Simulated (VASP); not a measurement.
The system is Al2BC3.

```
Al B C
1.0
     3.52920    0.00000    0.00000
    -1.76460    3.05638    0.00000
     0.00000    0.00000    7.06846
Al B C
2 1 3
Cartesian
  1.7646 1.0188 1.6798
  1.7646 1.0188 5.3886
  0.0000 0.0000 0.0000
  0.0000 0.0000 3.5342
  0.0000 2.0376 0.0000
  0.0000 2.0376 3.5342
```

```yaml
Program: VASP 6.6.1
Task: relaxation of cell and atoms
Functional: PBE
Potentials_or_basis: VASP PAW PBE potentials, release 64 (Al, B, C)
Cutoff: 600 eV
k_mesh: 6 × 6 × 4
Occupations: gaussian, width 0.1 eV
Spin: no spin polarisation
```

At the start: pressure -27.9 GPa; volume 12.71 Å³/atom.

**Question.** How do energy, volume and symmetry change on relaxing?

**Answer.** Over 44 steps the energy falls by 1678.2 meV/atom and the volume is 10.56 Å³/atom (-16.9 %); space group P-6m2 (No. 187, to 0.05 Å).

Step by step:
```csv
step,energy change (eV),largest force (eV/Å),pressure (GPa),volume (Å³)
1,0.0000,0.7207,-27.87,76.24
3,-4.0643,0.7873,6.82,48.55
5,2.1518,3.1098,217.47,37.73
7,-6.1750,3.7509,51.50,43.85
9,-7.0505,2.9432,62.91,45.66
11,-9.1442,1.8251,11.84,54.95
13,-9.4009,1.3652,-5.80,60.77
15,-9.4653,1.2863,-3.40,60.13
17,-9.5737,0.5108,5.14,60.42
19,-9.6640,0.6782,-0.39,60.84
21,-9.6593,0.1227,-15.75,65.36
23,-9.8362,0.5299,-8.89,62.88
25,-9.9327,0.3571,-4.68,61.11
27,-9.9895,0.0878,-3.47,60.94
29,-10.0076,0.1412,0.51,60.02
31,-10.0115,0.1628,0.44,60.23
33,-10.0293,0.2686,0.13,61.20
35,-10.0495,0.3353,-0.32,63.01
37,-10.0512,0.3226,-0.37,62.87
39,-10.0606,0.2213,-1.05,63.59
41,-10.0628,0.1462,-1.49,64.10
43,-10.0687,0.0130,0.42,63.31
44,-10.0693,0.0176,0.07,63.33
```

Final structure:
```xyz
6
Lattice="2.6281 0.0000 0.0000 -1.3141 2.2760 0.0000 0.0000 0.0000 10.5881" Properties=species:S:1:pos:R:3 pbc="T T T"
Al    1.3141    0.7587    2.0676
Al    1.3141    0.7587    8.5204
B     0.0000    0.0000    0.0000
C     2.6281    0.0000    5.2940
C     0.0000    1.5173    0.0000
C     0.0000    1.5173    5.2940
```

Caveat: the volume moved by over 15 % at a fixed basis, so the end points are rough.
